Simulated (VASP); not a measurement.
Set up this calculation in VASP 6.6.1, as the native input.

| Item | Value |
| --- | --- |
| Task | single point |
| Functional | LDA |
| Potentials or basis | VASP PAW LDA potentials, release 64 (O) |
| Cutoff | 520 eV |
| k mesh | 22 × 22 × 22 |
| Occupations | gaussian, width 0.15 eV |
| Spin | no spin polarisation |
| Dipole correction | no |
| Further INCAR settings | ALGO = Normal; EDIFF = 1e-06; NBANDS = 13 |

The structure of O lies in POSCAR:

```
O
1.0
    0.0000000000      1.4910071588      3.6771919780
    1.4813816220      0.0000000000      3.6771919780
    1.4813816220      1.4910071588      0.0000000000
O
2
Direct
    0.0808467867      0.0808467867      0.9191532133
    0.9191532133      0.9191532133      0.0808467867
```

The input as run:

INCAR

```
SYSTEM = O
  PREC = Accurate
  ENCUT = 520
  EDIFF = 1E-6
  ISMEAR = 0
  SIGMA = 0.15
  LREAL = .FALSE.
  LASPH = .TRUE.
  NELM = 80
  ALGO = Normal
  ISIF = 2
  LWAVE = .FALSE.
  LCHARG = .TRUE.
  LELF = .TRUE.
  LVHAR = .TRUE.
  NBANDS = 13
```

KPOINTS

```
Automatic mesh
0
G
  22 22 22
  0 0 0
```

Potentials or basis: VASP PAW LDA potentials, release 64 (O).

Run with:

```sh
$ cat potpaw_LDA.64/O/POTCAR > POTCAR
$ mpirun -np 1 vasp_std > vasp.out
```

It gave:

| Quantity | Value |
| --- | --- |
| Pressure | 30.3 GPa |
| Largest force | 2.128 eV/Å |
| Band gap on the k mesh | zero (bands 6 and 7 overlap by 4.45 eV) |

Caveat: the standard files for N, O and F lose accuracy on very short bonds; spin is off for a triplet molecule; the cell stands under pressure; forces of over 1 eV/Å act on the atoms, so gaps and moduli don't describe the material at rest.

Wall time 2.4 min on 1 thread of Intel(R) Xeon(R) 6975P-C (Granite Rapids) (shared host), peak memory 0.33 GiB.
